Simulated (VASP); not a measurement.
# CsH (Pm-3m) in VASP: single point with r2SCAN

Aim: the single point of CsH with r2SCAN.

Program: VASP 6.6.1. These are calculated values, not measurements. Logs are shortened: lines on timing, memory, paths and dates and some standing lists are left out, and cuts for length are marked.

## (1) The cell of the first run

The structure is cubic, space group Pm-3m (No. 221). Conventional cell: a = 3.818 Å, b = 3.818 Å, c = 3.818 Å, α = 90.00°, β = 90.00°, γ = 90.00°. Within 4.3 Å of Cs (site symmetry m-3m) lie 8 H at 3.31 Å and 6 Cs at 3.82 Å. Within 4.3 Å of H (site symmetry m-3m) lie 8 Cs at 3.31 Å and 6 H at 3.82 Å.

## (2) Single point, r2SCAN

Contents of POSCAR:

```
CsH
1.0
    3.8184090000      0.0000000000      0.0000000000
    0.0000000000      3.8184090000      0.0000000000
    0.0000000000      0.0000000000      3.8184090000
Cs H
1 1
Direct
    0.0000000000      0.0000000000      0.0000000000
    0.5000000000      0.5000000000      0.5000000000
```

Contents of INCAR.step1:

```
PREC = Accurate
ENCUT = 520
ISMEAR = 0
SIGMA = 0.01
LREAL = False
LASPH = True
NELM = 60
NBANDS = 12
GGA = PE
ALGO = Normal
EDIFF = 1E-4
LWAVE = True
LCHARG = False
```

Contents of INCAR.step2:

```
PREC = Accurate
ENCUT = 520
EDIFF = 1E-7
ISMEAR = 0
SIGMA = 0.01
LREAL = False
LASPH = True
NELM = 60
ALGO = Normal
ISIF = 2
LWAVE = False
LCHARG = True
METAGGA = R2SCAN
LMIXTAU = True
LELF = True
LVHAR = True
NBANDS = 12
ISTART = 1
```

Contents of KPOINTS:

```
Automatic mesh
0
Gamma
  4 4 4
```

Potentials or basis: VASP PAW PBE potentials, release 64 (Cs_sv, H).

On the command line:

```
$ cat potpaw_PBE.64/Cs_sv/POTCAR potpaw_PBE.64/H/POTCAR > POTCAR
$ cp INCAR.step1 INCAR
$ mpirun -np 1 vasp_std > vasp.out
$ cp INCAR.step2 INCAR
$ mpirun -np 1 vasp_std > vasp.out
```

OUTCAR:

```text
PREC = Accurate
   ENCUT = 520
   EDIFF = 1E-7
   ISMEAR = 0
   LREAL = False
   LASPH = True
   NELM = 60
   ISIF = 2
   METAGGA = R2SCAN
   ISTART = 1

 ion  position               nearest neighbor table
   1  0.000  0.000  0.000-
   2  0.500  0.500  0.500-

  LATTYP: Found a simple cubic cell.
 ALAT       =     3.8184090000

  Lattice vectors:

 A1 = (   3.8184090000,   0.0000000000,   0.0000000000)
 A2 = (   0.0000000000,   3.8184090000,   0.0000000000)
 A3 = (   0.0000000000,   0.0000000000,   3.8184090000)

Analysis of symmetry for initial positions (statically):
=====================================================================
 Subroutine PRICEL returns:
 Original cell was already a primitive cell.

 Routine SETGRP: Setting up the symmetry group for a
 simple cubic supercell.

 Subroutine GETGRP returns: Found 48 space group operations
 (whereof 48 operations were pure point group operations)
 out of a pool of 48 trial point group operations.

The static configuration has the point symmetry O_h .

Analysis of symmetry for dynamics (positions and initial velocities):
=====================================================================
 Subroutine PRICEL returns:
 Original cell was already a primitive cell.

 Routine SETGRP: Setting up the symmetry group for a
 simple cubic supercell.

 Subroutine GETGRP returns: Found 48 space group operations
 (whereof 48 operations were pure point group operations)
 out of a pool of 48 trial point group operations.

The dynamic configuration has the point symmetry O_h .

 Subroutine INISYM returns: Found 48 space group operations
 (whereof 48 operations are pure point group operations),
 and found     1 'primitive' translations

----------------------------------------------------------------------------------------

                                     Primitive cell

  volume of cell :      55.6733

  direct lattice vectors                    reciprocal lattice vectors
     3.818409000  0.000000000  0.000000000     0.261889179  0.000000000  0.000000000
     0.000000000  3.818409000  0.000000000     0.000000000  0.261889179  0.000000000
     0.000000000  0.000000000  3.818409000     0.000000000  0.000000000  0.261889179

  length of vectors
     3.818409000  3.818409000  3.818409000     0.261889179  0.261889179  0.261889179

  position of ions in fractional coordinates (direct lattice)
[... 70 lines left out ...]
   ISIF   =      2    stress and relaxation
   ISYM   =      2    0-nonsym 1-usesym 2-fastsym
   POTIM  = 0.5000    time-step for ionic-motion
   TEBEG  =    0.0;   TEEND  =   0.0 temperature during run
   PSTRESS=    0.0 pullay stress
   NELECT =      10.0000    total number of electrons
   NUPDOWN=      -1.0000    fix difference up-down
   EMIN   =  10.00;   EMAX   =-10.00  energy-range for DOS
   EFERMI =   0.00;   METHOD = LEGACY
   ISMEAR =     0;   SIGMA  =   0.01  broadening in eV -4-tet -1-fermi 0-gaus
   EFERMI_NEDOS =   21; number of points for ismear=-14 and -15
   IALGO  =     38    algorithm
   IMIX   =      4    mixing-type and parameters
     AMIX     =   0.40;   BMIX     =  1.00
     AMIX_MAG =   1.60;   BMIX_MAG =  1.00
  volume/ion in A,a.u.               =      27.84       187.85
  Fermi-wavevector in a.u.,A,eV,Ry     =   0.923689  1.745519 11.608507  0.853201
  Thomas-Fermi vector in A             =   2.049353
   LORBIT       =      0    0 simple, 1 ext, 2 COOP (PROOUT), +10 PAW based schemes
   METAGGA = R2SCAN    functional components
   LHFCALC =     F    Hartree Fock is set to
   AEXX    =    0.0000 exact exchange contribution
   IVDW    =     0    specifies the selected vdW correction
   LEPSILON=     F    determine dielectric tensor
   LRPA    =     F    only Hartree local field effects (RPA)
 non-spin polarized calculation
 Gauss-broadening in eV      SIGMA  =   0.01
  energy-cutoff  :      520.00
  volume of cell :       55.67
 maximum number of plane-waves:      1516
   NGX = 15   NGY = 15   NGZ = 15

 number of electron      10.0000000 magnetization

 Free energy of the ion-electron system (eV)
  ---------------------------------------------------
  ext. energy  EPLUGINS =         0.00000000
  ---------------------------------------------------
  free energy    TOTEN  =       -28.95544647 eV

  energy without entropy =      -28.95544647  energy(sigma->0) =      -28.95544647

 E-fermi :   0.5420     XC(G=0):  -8.2730

 val. band max:        0.4776695262   @ k =   0.5000   0.5000   0.5000
 cond. band min:       3.6267340805   @ k =   0.5000   0.5000   0.5000
 fundamental gap:      3.1490645542
 Fermi energy:         0.5420460498

 k-point     1 :       0.0000    0.0000    0.0000
  band No.  band energies     occupation
      1     -22.0091      2.00000
      2      -7.6986      2.00000
      3      -7.6986      2.00000
      4      -7.6986      2.00000
      5      -1.4216      2.00000
      6       4.2824      0.00000
      7       4.2824      0.00000
      8       8.4522      0.00000
      9      10.4506      0.00000
     10      10.4506      0.00000
     11      10.4506      0.00000
     12      11.5869      0.00000
[... 121 lines left out ...]
 k-point    10 :       0.5000    0.5000    0.5000
  band No.  band energies     occupation
      1     -21.5410      2.00000
      2      -8.6829      2.00000
      3      -8.6829      2.00000
      4      -8.6829      2.00000
      5       0.4777      2.00000
      6       3.6267      0.00000
      7       3.6267      0.00000
      8       3.6267      0.00000
      9      12.7206      0.00000
     10      12.7206      0.00000
     11      13.1659      0.00000
     12      13.1659      0.00000

------------------------ aborting loop because EDIFF is reached ----------------------------------------

  FORCE on cell =-STRESS in cart. coord.  units (eV):
  Direction    XX          YY          ZZ          XY          YZ          ZX
  --------------------------------------------------------------------------------------
  -------------------------------------------------------------------------------------
  Total        0.0087163      0.0087163      0.0087163      0.0000000      0.0000000     -0.0000000
  in kB        0.2508402      0.2508402      0.2508402      0.0000000      0.0000000     -0.0000000
  external PRESSURE =       0.2508402 kB  Pullay stress =       0.0000000 kB

 VOLUME and BASIS-vectors are now :
 -----------------------------------------------------------------------------
  energy-cutoff  :      520.00
  volume of cell :       55.67
      direct lattice vectors                 reciprocal lattice vectors
     3.818409000  0.000000000  0.000000000     0.261889179  0.000000000  0.000000000
     0.000000000  3.818409000  0.000000000     0.000000000  0.261889179  0.000000000
     0.000000000  0.000000000  3.818409000     0.000000000  0.000000000  0.261889179

 POSITION                                       TOTAL-FORCE (eV/Angst)
 -----------------------------------------------------------------------------------
      0.00000      0.00000      0.00000         0.000000      0.000000      0.000000
      1.90920      1.90920      1.90920         0.000000      0.000000      0.000000
 -----------------------------------------------------------------------------------
    total drift:                                0.000000      0.000000      0.000000

  FREE ENERGIE OF THE ION-ELECTRON SYSTEM (eV)
  ---------------------------------------------------
  free  energy   TOTEN  =       -28.9554464745 eV

  energy  without entropy=      -28.9554464745  energy(sigma->0) =      -28.95544647
```

OUTCAR.step1:

```text
PREC = Accurate
   ENCUT = 520
   ISMEAR = 0
   LREAL = False
   LASPH = True
[... 354 lines left out ...]
      0.00000      0.00000      0.00000         0.000000      0.000000      0.000000
      1.90920      1.90920      1.90920         0.000000      0.000000      0.000000
 -----------------------------------------------------------------------------------
    total drift:                                0.000000      0.000000      0.000000

  FREE ENERGIE OF THE ION-ELECTRON SYSTEM (eV)
  ---------------------------------------------------
  free  energy   TOTEN  =        -4.4434209296 eV

  energy  without entropy=       -4.4434209296  energy(sigma->0) =       -4.44342093
```

OSZICAR.step1:

```text
N       E                     dE             d eps       ncg     rms          rms(c)
DAV:   1     0.423259933643E+02    0.42326E+02   -0.41960E+03   240   0.709E+02
DAV:   2    -0.196863451120E+01   -0.44295E+02   -0.41771E+02   296   0.113E+02
DAV:   3    -0.518313453996E+01   -0.32145E+01   -0.32104E+01   284   0.324E+01
DAV:   4    -0.520458311345E+01   -0.21449E-01   -0.21447E-01   288   0.306E+00
DAV:   5    -0.520465397401E+01   -0.70861E-04   -0.70860E-04   292   0.187E-01    0.352E+00
DAV:   6    -0.456945370222E+01    0.63520E+00   -0.66992E-01   268   0.282E+00    0.144E+00
DAV:   7    -0.443298338510E+01    0.13647E+00   -0.64975E-01   260   0.266E+00    0.581E-01
DAV:   8    -0.444968577360E+01   -0.16702E-01   -0.62591E-02   260   0.934E-01    0.343E-01
DAV:   9    -0.444333061882E+01    0.63552E-02   -0.15575E-02   260   0.414E-01    0.441E-02
DAV:  10    -0.444341456117E+01   -0.83942E-04   -0.12147E-03   288   0.141E-01    0.199E-02
DAV:  11    -0.444342092961E+01   -0.63684E-05   -0.93253E-06   156   0.185E-02
   1 F= -.44434209E+01 E0= -.44434209E+01  d E =-.592939E-63
```

Run time: 18 s. Hardware: 1 thread of Intel Xeon Platinum 8559C (Emerald Rapids), shared host; peak memory 0.16 GiB.

What came out:

* Free energy: -28.9554 eV
* Pressure: 0.0 GPa
* Band gap on the k mesh: 3.15 eV, direct

Caveat: the PAW data sets were made with another functional, which shifts forces and pressure a little; spin-orbit coupling is left out, which moves the levels of the heavy elements. r2SCAN opens gaps a little over a GGA but as a rule still falls short of measured ones.
